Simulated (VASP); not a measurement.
A run of VASP 6.6.1 is set up as follows.

Contents of POSCAR:

```
B4As3N
1.0
   -2.2610268787      2.2610268787      4.4492876299
    2.2610268787     -2.2610268787      4.4492876299
    2.2610268787      2.2610268787     -4.4492876299
N B As
1 4 3
Direct
    0.0000000000      0.0000000000      0.0000000000
    0.6857709925      0.6857709925      0.5939923286
    0.9082213362      0.3142290075      0.0000000000
    0.0917786638      0.0917786638      0.4060076714
    0.3142290075      0.9082213362      0.0000000000
    0.2500000000      0.7500000000      0.5000000000
    0.5000000000      0.5000000000      0.0000000000
    0.7500000000      0.2500000000      0.5000000000
```

The input INCAR.step1:

```
ALGO     = Normal         # electronic algorithm
EDIFF    = 1E-4           # SCF threshold, eV
ENCUT    = 520            # plane-wave cutoff, eV
GGA      = PE             # functional
ISMEAR   = -1             # smearing method
LASPH    = True           # aspherical terms in the spheres
LCHARG   = False          # write CHGCAR
LREAL    = False          # projectors in reciprocal space
LWAVE    = True           # write WAVECAR
NBANDS   = 26             # bands
NELM     = 80             # most SCF steps
PREC     = Accurate       # precision mode
SIGMA    = 0.02           # smearing width, eV
```

The input INCAR.step2:

```
ALGO     = Normal         # electronic algorithm
EDIFF    = 1E-7           # SCF threshold, eV
ENCUT    = 520            # plane-wave cutoff, eV
ISIF     = 2              # what is computed and relaxed
ISMEAR   = -1             # smearing method
ISTART   = 1            
LASPH    = True           # aspherical terms in the spheres
LCHARG   = False          # write CHGCAR
LMIXTAU  = True         
LREAL    = False          # projectors in reciprocal space
LWAVE    = False          # write WAVECAR
METAGGA  = R2SCAN         # meta-GGA
NBANDS   = 26             # bands
NELM     = 80             # most SCF steps
PREC     = Accurate       # precision mode
SIGMA    = 0.02           # smearing width, eV
```

File KPOINTS:

```
k-points
0
Gamma
  8 8 8
```

Potentials or basis: VASP PAW PBE potentials, release 64 (N, B, As).

Command:

```sh
$ cat potpaw_PBE.64/N/POTCAR potpaw_PBE.64/B/POTCAR potpaw_PBE.64/As/POTCAR > POTCAR
$ cp INCAR.step1 INCAR
$ mpirun -np 1 vasp_std > vasp.out
$ cp INCAR.step2 INCAR
$ mpirun -np 1 vasp_std > vasp.out
```

Task: Predict the largest force.

Result: 0.010 eV/Å.

Task: What does it give for the pressure?

Result: 0.4 GPa.

Task: Estimate the band gap on the k mesh.

Result: 1.52 eV, indirect (least direct gap 1.53 eV).

Forces in eV/Å, atoms in the order of the input:
```
N    0.000  0.000  0.000
B   -0.005 -0.005  0.007
B    0.005 -0.005 -0.007
B    0.005  0.005  0.007
B   -0.005  0.005 -0.007
As   0.000  0.000  0.000
As   0.000  0.000  0.000
As   0.000  0.000  0.000
```

Caveat: the PAW data sets were made with another functional, which shifts forces and pressure a little. A k mesh can miss the band edges.
